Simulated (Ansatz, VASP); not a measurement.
# MgO in VASP and in Ansatz

INCAR

```
ALGO     = Normal         # electronic algorithm
EDIFF    = 1E-6           # SCF threshold, eV
ENCUT    = 520            # plane-wave cutoff, eV
GGA      = PS             # functional
ISIF     = 2              # what is computed and relaxed
ISMEAR   = -1             # smearing method
LASPH    = True           # aspherical terms in the spheres
LCHARG   = False          # write CHGCAR
LREAL    = False          # projectors in reciprocal space
LWAVE    = False          # write WAVECAR
NBANDS   = 11             # bands
NELM     = 60             # most SCF steps
PREC     = Accurate       # precision mode
SIGMA    = 0.05           # smearing width, eV
```

File KPOINTS:

```
k-points
0
Gamma
  11 11 11
```

Contents of POSCAR:

```
MgO
1.0
    0.0000000000      2.0686600618      2.0686600618
    2.0686600618      0.0000000000      2.0686600618
    2.0686600618      2.0686600618      0.0000000000
Mg O
1 1
Direct
    0.0000000000      0.0000000000      0.0000000000
    0.5000000000      0.5000000000      0.5000000000
```

The input input.yaml:

```yaml
crystal:
  lattice:
    - [0.0, 2.0686600618, 2.0686600618]
    - [2.0686600618, 0.0, 2.0686600618]
    - [2.0686600618, 2.0686600618, 0.0]
  atoms:
    - { symbol: Mg, position: [0.0, 0.0, 0.0] }
    - { symbol: O, position: [0.5, 0.5, 0.5] }
kpoints:
  mp_grid: { grid: [11, 11, 11] }
scf:
  occupations: { method: fermi_dirac, width: 0.05 }
hamiltonian:
  xc: pbesol
  pseudopotentials: { kind: all_electron, lapw: { basis_error: 0.0005 } }
output:
  forces: true
  stress: true
  eigenvalues: true
```

Change from the starting cell: volume scaled by 0.96.

Alike in both runs: task single point; functional PBEsol; k mesh 11 × 11 × 11; occupations fermi-dirac, width 0.05 eV; no spin polarisation.

```csv
,VASP,Ansatz
version,VASP 6.6.1,Ansatz 0.2.0
potentials or method,"VASP PAW PBE potentials, release 64 (Mg, O), cutoff 520 eV","all-electron LAPW, scalar-relativistic"
```

|  | VASP | Ansatz | Ansatz less VASP |
| --- | --- | --- | --- |
| gap on the k mesh at the Fermi level (eV) | 5.17 | 5.17 | 0.000 |
| least direct gap on the mesh (eV) | 5.17 | 5.17 | 0.000 |
| pressure (GPa) | 9.3 | 9.8 | +0.49 |

VASP's potentials were made for PBE, not for PBEsol. Ansatz ran all-electron here, and VASP with PAW potentials.
